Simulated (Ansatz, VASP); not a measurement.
# V in VASP and in Ansatz

```
V
1.0
    -1.48211    1.48211    1.48211
     1.48211   -1.48211    1.48211
     1.48211    1.48211   -1.48211
V
1
Direct
  0.00000 0.00000 0.00000
```

Change from the starting cell: volume scaled by 0.94, PAW files.

Alike in both runs: task electric field gradients; functional PBEsol; k mesh 19 × 19 × 19; occupations fermi-dirac, width 0.03 eV; collinear spin.

|  | VASP | Ansatz |
| --- | --- | --- |
| version | VASP 6.6.1 | Ansatz 0.2.0 |
| potentials or method | VASP PAW PBE potentials, release 64 (V_sv) | PAW with Ansatz's default frozen-core files, scalar-relativistic |
| plane-wave cutoff (eV) | 520 | 420 |
| valence electrons in the cell | 13 | 13 |

```csv
,VASP,Ansatz,Ansatz less VASP
pressure (GPa),-1.1,-1.3,-0.21
net moment per atom (μB),0.00,0.00,-0.001
```

VASP's potentials were made for PBE, not for PBEsol. Ansatz's warnings: seeded moment not kept.
